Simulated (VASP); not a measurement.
# GaSb3: single point with PBEsol+D3(BJ)

GaSb3:

```xyz
4
Lattice="0.0000 3.5855 3.5855 3.5855 0.0000 3.5855 3.5855 3.5855 0.0000" Properties=species:S:1:pos:R:3 pbc="T T T"
Ga   -0.0333    0.0000    0.0000
Sb    1.7928    1.7928    1.7928
Sb    5.3783    5.3783    5.3783
Sb    3.5855    3.5855    3.5855
```

This cell differs from its parent crystal: atom 1 (Ga) moved -0.033 Å along Cartesian [1 0 0].

| Property | Result |
| --- | --- |
| Program | VASP 6.6.1 |
| Task | single point |
| Functional | PBEsol |
| Dispersion | D3(BJ) |
| Potentials or basis | VASP PAW PBE potentials, release 64 (Ga_d, Sb) |
| Cutoff | 520 eV |
| k mesh | 12 × 12 × 12 |
| Occupations | gaussian, width 0.15 eV |
| Spin | no spin polarisation |
| Dipole correction | no |
| Further INCAR settings | ALGO = Normal; EDIFF = 1e-06; NBANDS = 22 |

```yaml
Pressure: 0.6 GPa
Largest_force: 0.070 eV/Å
Band_gap_on_the_k_mesh: zero (band 14 reaches 10.46 eV, above the bottom of band 15 at 6.17 eV)
Dispersion_energy_per_atom: -0.493 eV
```

Forces in eV/Å, atoms in the order of the input:
```
Ga   0.070  0.000  0.000
Sb  -0.015  0.000  0.000
Sb  -0.015  0.000  0.000
Sb  -0.040  0.000  0.000
```

Levels at points of the mesh, in eV from the Fermi level:
```
           k point  band 11  band 12  band 13  band 14  band 15  band 16  band 17  band 18
(0.00, 0.00, 0.00)    -2.91    -2.72    -2.71    -2.71    -2.59    -0.88    -0.88    -0.88
(0.50, 0.00, 0.00)    -3.99    -3.01    -3.01    -0.08     0.26     2.26     2.26     3.07
(0.50, 0.50, 0.00)    -5.83     1.11     1.26     1.26     1.50     2.10     2.11     2.45
(0.00, 0.50, 0.50)    -5.84     1.11     1.26     1.26     1.50     2.11     2.11     2.45
```

It took 4.3 min on 1 thread of Intel Xeon 6975P-C (shared host), peak memory 0.47 GiB.

Caveat: the cell differs from its parent crystal (atom 1 (Ga) moved -0.033 Å along Cartesian [1 0 0]); the PAW data sets were made with another functional, which shifts forces and pressure a little; spin-orbit coupling is left out, which moves the levels of the heavy elements; pairwise dispersion overbinds metals, which lowers pressure and volume.
